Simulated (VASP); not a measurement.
# Hf2TiN3 (I4/mmm) in VASP: single point with PBE

Aim: the single point of Hf2TiN3 with PBE.

All numbers are computed with VASP 6.6.1; they aren't measurements. Logs are shortened: lines on timing, memory, paths and dates and some standing lists are left out, and cuts for length are marked.

### 1 The cell of the first run

It takes space group I4/mmm (No. 139, tetragonal). Conventional cell: a = 3.159 Å, b = 3.159 Å, c = 13.448 Å, α = 90.00°, β = 90.00°, γ = 90.00°. Hf (site symmetry 4mm) has 6 N at 2.14 to 2.34 Å within 2.8 Å. Within 3.0 Å of Ti (site symmetry 4/mmm) lie 6 N at 2.23 to 2.24 Å. Within 3.0 Å of N (site symmetry 4mm) lie 5 Hf at 2.24 to 2.34 Å and 1 Ti at 2.24 Å. Within 2.8 Å of N (site symmetry 4/mmm) lie 2 Hf at 2.14 Å and 4 Ti at 2.23 Å.

### 2 Single point, PBE

INCAR reads:

```
SYSTEM = Hf2TiN3
  PREC = Accurate
  ENCUT = 520
  EDIFF = 1E-6
  ISMEAR = 0
  SIGMA = 0.1
  LREAL = .FALSE.
  LASPH = .TRUE.
  NELM = 80
  ALGO = Normal
  ISIF = 2
  LWAVE = .FALSE.
  LCHARG = .FALSE.
  GGA = PE
  NBANDS = 32
```

KPOINTS reads:

```
regular mesh
0
G
  16 16 16
  0 0 0
```

POSCAR reads:

```
Hf2TiN3
1.0
   -1.5794846414      1.5794846414      6.7239962835
    1.5794846414     -1.5794846414      6.7239962835
    1.5794846414      1.5794846414     -6.7239962835
Hf Ti N
2 1 3
Direct
    0.6594421011      0.6594421011      0.0000000000
    0.3405578989      0.3405578989      0.0000000000
    0.0000000000      0.0000000000      0.0000000000
    0.1668671379      0.1668671379      0.0000000000
    0.8331328621      0.8331328621      0.0000000000
    0.5000000000      0.5000000000      0.0000000000
```

Potentials or basis: VASP PAW PBE potentials, release 64 (Hf_pv, Ti_sv, N).

Command:

```
cat potpaw_PBE.64/Hf_pv/POTCAR potpaw_PBE.64/Ti_sv/POTCAR potpaw_PBE.64/N/POTCAR > POTCAR
mpirun -np 1 vasp_std > vasp.out
```

OUTCAR:

```text
SYSTEM = Hf2TiN3
   PREC = Accurate
   ENCUT = 520
   EDIFF = 1E-6
   ISMEAR = 0
   LREAL = .FALSE.
   LASPH = .TRUE.
   NELM = 80
   ISIF = 2
   GGA = PE

 ion  position               nearest neighbor table
   1  0.659  0.659  0.000-   6 2.14   4 2.24   4 2.24   4 2.24   4 2.24   5 2.34   3 3.10   3 3.10
                             3 3.10   3 3.10   2 3.30   2 3.30   2 3.30   2 3.30
   2  0.341  0.341  0.000-   6 2.14   5 2.24   5 2.24   5 2.24   5 2.24   4 2.34   3 3.10   3 3.10
                             3 3.10   3 3.10   1 3.30   1 3.30   1 3.30   1 3.30
   3  0.000  0.000  0.000-   6 2.23   6 2.23   6 2.23   6 2.23   5 2.24   4 2.24   1 3.10   2 3.10
                             1 3.10   2 3.10   1 3.10   2 3.10   2 3.10   1 3.10
   4  0.167  0.167  0.000-   1 2.24   1 2.24   1 2.24   1 2.24   3 2.24   2 2.34
   5  0.833  0.833  0.000-   2 2.24   2 2.24   2 2.24   2 2.24   3 2.24   1 2.34
   6  0.500  0.500  0.000-   1 2.14   2 2.14   3 2.23   3 2.23   3 2.23   3 2.23

  LATTYP: Found a body centered tetragonal cell.
 ALAT       =     3.1589692828
 C/A-ratio  =     4.2570824098

  Lattice vectors:

 A1 = (  -1.5794846414,   1.5794846414,   6.7239962835)
 A2 = (   1.5794846414,  -1.5794846414,   6.7239962835)
 A3 = (   1.5794846414,   1.5794846414,  -6.7239962835)

Analysis of symmetry for initial positions (statically):
=====================================================================
 Subroutine PRICEL returns:
 Original cell was already a primitive cell.

 Routine SETGRP: Setting up the symmetry group for a
 body centered tetragonal supercell.

 Subroutine GETGRP returns: Found 16 space group operations
 (whereof 16 operations were pure point group operations)
 out of a pool of 16 trial point group operations.

The static configuration has the point symmetry D_4h.

Analysis of symmetry for dynamics (positions and initial velocities):
=====================================================================
 Subroutine PRICEL returns:
 Original cell was already a primitive cell.

 Routine SETGRP: Setting up the symmetry group for a
 body centered tetragonal supercell.

 Subroutine GETGRP returns: Found 16 space group operations
 (whereof 16 operations were pure point group operations)
 out of a pool of 16 trial point group operations.

The dynamic configuration has the point symmetry D_4h.

 Subroutine INISYM returns: Found 16 space group operations
 (whereof 16 operations are pure point group operations),
 and found     1 'primitive' translations

----------------------------------------------------------------------------------------

                                     Primitive cell

  volume of cell :      67.0993

  direct lattice vectors                    reciprocal lattice vectors
    -1.579484641  1.579484641  6.723996284     0.000000000  0.316558950  0.074360541
     1.579484641 -1.579484641  6.723996284     0.316558950  0.000000000  0.074360541
     1.579484641  1.579484641 -6.723996284     0.316558950  0.316558950  0.000000000

  length of vectors
     7.085313648  7.085313648  7.085313648     0.325175428  0.325175428  0.447681961

  position of ions in fractional coordinates (direct lattice)
     0.659442101  0.659442101  0.000000000
     0.340557899  0.340557899  0.000000000
     0.000000000  0.000000000  0.000000000
     0.166867138  0.166867138  0.000000000
     0.833132862  0.833132862  0.000000000
     0.500000000  0.500000000  0.000000000

  ion indices of the primitive-cell ions
   primitive index   ion index
                 1           1
                 2           2
                 3           3
                 4           4
                 5           5
                 6           6

----------------------------------------------------------------------------------------

 KPOINTS: regular mesh

Automatic generation of k-mesh.
 Grid dimensions read from file:
 generate k-points for:   16   16   16

 Generating k-lattice:

  Cartesian coordinates                     Fractional coordinates (reciprocal lattice)
     0.000000000  0.019784934  0.004647534     0.062500000  0.000000000 -0.000000000
     0.019784934  0.000000000  0.004647534     0.000000000  0.062500000 -0.000000000
     0.019784934  0.019784934  0.000000000     0.000000000  0.000000000  0.062500000

  Length of vectors
     0.020323464  0.020323464  0.027980123

  Shift w.r.t. Gamma in fractional coordinates (k-lattice)
     0.000000000  0.000000000  0.000000000

 Subroutine IBZKPT returns following result:
 ===========================================

 Found    349 irreducible k-points:

 Following reciprocal coordinates:
            Coordinates               Weight
  0.000000  0.000000  0.000000      1.000000
  0.062500 -0.000000  0.000000      8.000000
  0.125000 -0.000000  0.000000      8.000000
  0.187500 -0.000000  0.000000      8.000000
  0.250000 -0.000000  0.000000      8.000000
  0.312500  0.000000  0.000000      8.000000
[... 16 lines left out ...]
 -0.125000  0.062500 -0.000000     16.000000
 -0.062500  0.062500  0.000000      4.000000
 [... further k-points ...]
   k-points           NKPTS =    349   k-points in BZ     NKDIM =    349   number of bands    NBANDS=     32
   number of dos      NEDOS =    301   number of ions     NIONS =      6
   total plane-waves  NPLWV = 157464
   dimension x,y,z NGX =    54 NGY =   54 NGZ =   54
   dimension x,y,z NGXF=   108 NGYF=  108 NGZF=  108
   ions per type =               2   1   3
   NGX,Y,Z   is equivalent  to a cutoff of  12.67, 12.67, 12.67 a.u.
   NGXF,Y,Z  is equivalent  to a cutoff of  25.34, 25.34, 25.34 a.u.
 SYSTEM =  Hf2TiN3
   PREC   = accura    normal or accurate (medium, high low for compatibility)
   ISTART =      0    job   : 0-new  1-cont  2-samecut
   ICHARG =      2    charge: 1-file 2-atom 10-const
   ISPIN  =      1    spin polarized calculation?
   LNONCOLLINEAR =      F non collinear calculations
   LSORBIT =      F    spin-orbit coupling
   LASPH  =      T    aspherical Exc in radial PAW
   ENCUT  =  520.0 eV  38.22 Ry    6.18 a.u.  13.17 13.17 13.17*2*pi/ulx,y,z
   NELM   =     80;   NELMIN=  2; NELMDL= -5     # of ELM steps
   EDIFF  = 0.1E-05   stopping-criterion for ELM
   LREAL  =      F    real-space projection
   EDIFFG = 0.1E-04   stopping-criterion for IOM
   NSW    =      0    number of steps for IOM
   IBRION =     -1    ionic relax: 0-MD 1-quasi-New 2-CG
   NFREE  =      0    steps in history (QN), initial steepest desc. (CG)
   ISIF   =      2    stress and relaxation
   ISYM   =      2    0-nonsym 1-usesym 2-fastsym
   POTIM  = 0.5000    time-step for ionic-motion
   TEBEG  =    0.0;   TEEND  =   0.0 temperature during run
   PSTRESS=    0.0 pullay stress
   NELECT =      47.0000    total number of electrons
   NUPDOWN=      -1.0000    fix difference up-down
   EMIN   =  10.00;   EMAX   =-10.00  energy-range for DOS
   EFERMI =   0.00;   METHOD = LEGACY
   ISMEAR =     0;   SIGMA  =   0.10  broadening in eV -4-tet -1-fermi 0-gaus
   EFERMI_NEDOS =   21; number of points for ismear=-14 and -15
   IALGO  =     38    algorithm
   IMIX   =      4    mixing-type and parameters
     AMIX     =   0.40;   BMIX     =  1.00
     AMIX_MAG =   1.60;   BMIX_MAG =  1.00
  volume/ion in A,a.u.               =      11.18        75.47
  Fermi-wavevector in a.u.,A,eV,Ry     =   1.453901  2.747474 28.760359  2.113827
  Thomas-Fermi vector in A             =   2.571113
   LORBIT       =      0    0 simple, 1 ext, 2 COOP (PROOUT), +10 PAW based schemes
   GGA     = PE    functional components
   LHFCALC =     F    Hartree Fock is set to
   AEXX    =    0.0000 exact exchange contribution
   IVDW    =     0    specifies the selected vdW correction
   LEPSILON=     F    determine dielectric tensor
   LRPA    =     F    only Hartree local field effects (RPA)
 non-spin polarized calculation
 Gauss-broadening in eV      SIGMA  =   0.10
  energy-cutoff  :      520.00
  volume of cell :       67.10
 maximum number of plane-waves:      1836
 NGX is ok and might be reduce to    54
   NGX = 27   NGY = 27   NGZ = 27

 number of electron      47.0000002 magnetization

 Free energy of the ion-electron system (eV)
  ---------------------------------------------------
  ext. energy  EPLUGINS =         0.00000000
  ---------------------------------------------------
  free energy    TOTEN  =       -63.12186598 eV

  energy without entropy =      -63.11173920  energy(sigma->0) =      -63.11680259

 E-fermi :   8.9227     XC(G=0): -12.6445

 val. band max:        8.9221124708   @ k =   0.5000   0.5000   0.3750
 cond. band min:       8.9301448321   @ k =  -0.3750   0.4375   0.3750
 fundamental gap:      0.0080323613
 Fermi energy:         8.9226511375

 k-point     1 :       0.0000    0.0000    0.0000
  band No.  band energies     occupation
      1     -48.8704      2.00000
      2     -25.1288      2.00000
      3     -25.1050      2.00000
      4     -25.1050      2.00000
      5     -22.7458      2.00000
      6     -22.3647      2.00000
[... 24 lines left out ...]
     31      11.9745      0.00000
     32      12.0685      0.00000

 k-point     2 :       0.0625   -0.0000    0.0000
  band No.  band energies     occupation
      1     -48.8698      2.00000
      2     -25.1281      2.00000
      3     -25.1137      2.00000
      4     -25.1039      2.00000
      5     -22.7407      2.00000
      6     -22.3793      2.00000
[... 24 lines left out ...]
     31      12.0052      0.00000
     32      12.0294      0.00000

 k-point     3 :       0.1250   -0.0000    0.0000
  band No.  band energies     occupation
      1     -48.8680      2.00000
      2     -25.1383      2.00000
      3     -25.1261      2.00000
      4     -25.1008      2.00000
      5     -22.7275      2.00000
      6     -22.4309      2.00000
[... 24 lines left out ...]
     31      11.9307      0.00000
     32      12.2845      0.00000

 k-point     4 :       0.1875   -0.0000    0.0000
  band No.  band energies     occupation
      1     -48.8652      2.00000
      2     -25.1748      2.00000
      3     -25.1233      2.00000
      4     -25.0962      2.00000
      5     -22.7128      2.00000
      6     -22.5163      2.00000
[... 24 lines left out ...]
     31      11.8824      0.00000
     32      12.9485      0.00000

 k-point     5 :       0.2500   -0.0000    0.0000
  band No.  band energies     occupation
      1     -48.8620      2.00000
      2     -25.2173      2.00000
      3     -25.1201      2.00000
      4     -25.0907      2.00000
      5     -22.7131      2.00000
      6     -22.6186      2.00000
[... 584 lines left out ...]
     31      11.8487      0.00000
     32      13.1063      0.00000

 k-point    22 :      -0.1875    0.0625   -0.0000
  band No.  band energies     occupation
      1     -48.8646      2.00000
      2     -25.1735      2.00000
      3     -25.1225      2.00000
      4     -25.1043      2.00000
      5     -22.7101      2.00000
      6     -22.5114      2.00000
[... 24 lines left out ...]
     31      11.9152      0.00000
     32      12.8660      0.00000

 k-point    23 :      -0.1250    0.0625   -0.0000
  band No.  band energies     occupation
      1     -48.8673      2.00000
      2     -25.1373      2.00000
      3     -25.1254      2.00000
      4     -25.1091      2.00000
      5     -22.7243      2.00000
      6     -22.4295      2.00000
[... 24 lines left out ...]
     31      11.9698      0.00000
     32      12.2123      0.00000

 k-point    24 :      -0.0625    0.0625    0.0000
  band No.  band energies     occupation
      1     -48.8692      2.00000
      2     -25.1274      2.00000
      3     -25.1138      2.00000
      4     -25.1113      2.00000
      5     -22.7366      2.00000
      6     -22.3873      2.00000
[... 24 lines left out ...]
     31      11.9976      0.00000
     32      12.0023      0.00000

 [... further k-points ...]
[... 5 lines left out ...]
  --------------------------------------------------------------------------------------
  -------------------------------------------------------------------------------------
  Total       -0.6757885     -0.6757885     -0.6442565      0.0000000      0.0000000      0.0000000
  in kB      -16.1362692    -16.1362692    -15.3833573      0.0000000      0.0000000      0.0000000
  external PRESSURE =     -15.8852986 kB  Pullay stress =       0.0000000 kB

 VOLUME and BASIS-vectors are now :
 -----------------------------------------------------------------------------
  energy-cutoff  :      520.00
  volume of cell :       67.10
      direct lattice vectors                 reciprocal lattice vectors
    -1.579484641  1.579484641  6.723996284     0.000000000  0.316558950  0.074360541
     1.579484641 -1.579484641  6.723996284     0.316558950  0.000000000  0.074360541
     1.579484641  1.579484641 -6.723996284     0.316558950  0.316558950  0.000000000

 POSITION                                       TOTAL-FORCE (eV/Angst)
 -----------------------------------------------------------------------------------
      0.00000      0.00000      8.86817         0.000000      0.000000      0.004836
      0.00000      0.00000      4.57982         0.000000      0.000000     -0.004836
      0.00000      0.00000      0.00000         0.000000      0.000000      0.000000
      0.00000      0.00000      2.24403         0.000000      0.000000      0.056138
      0.00000      0.00000     11.20396        -0.000000     -0.000000     -0.056138
      0.00000      0.00000      6.72400         0.000000      0.000000      0.000000
 -----------------------------------------------------------------------------------
    total drift:                                0.000000      0.000000     -0.000000

  FREE ENERGIE OF THE ION-ELECTRON SYSTEM (eV)
  ---------------------------------------------------
  free  energy   TOTEN  =       -63.1218659843 eV

  energy  without entropy=      -63.1117392036  energy(sigma->0) =      -63.11680259
```

It took 35 min on 1 thread of AMD EPYC 9R45 (Zen 5), shared host; peak memory 0.89 GiB.

What came out:

```yaml
Free_energy: -63.1219 eV
Pressure: -1.6 GPa
Largest_force: 0.056 eV/Å
```

Forces on the atoms (eV/Å):
```
Hf   0.000  0.000  0.005
Hf   0.000  0.000 -0.005
Ti   0.000  0.000  0.000
N    0.000  0.000  0.056
N    0.000  0.000 -0.056
N    0.000  0.000  0.000
```

Caveat: spin-orbit coupling is left out, which moves the levels of the heavy elements.
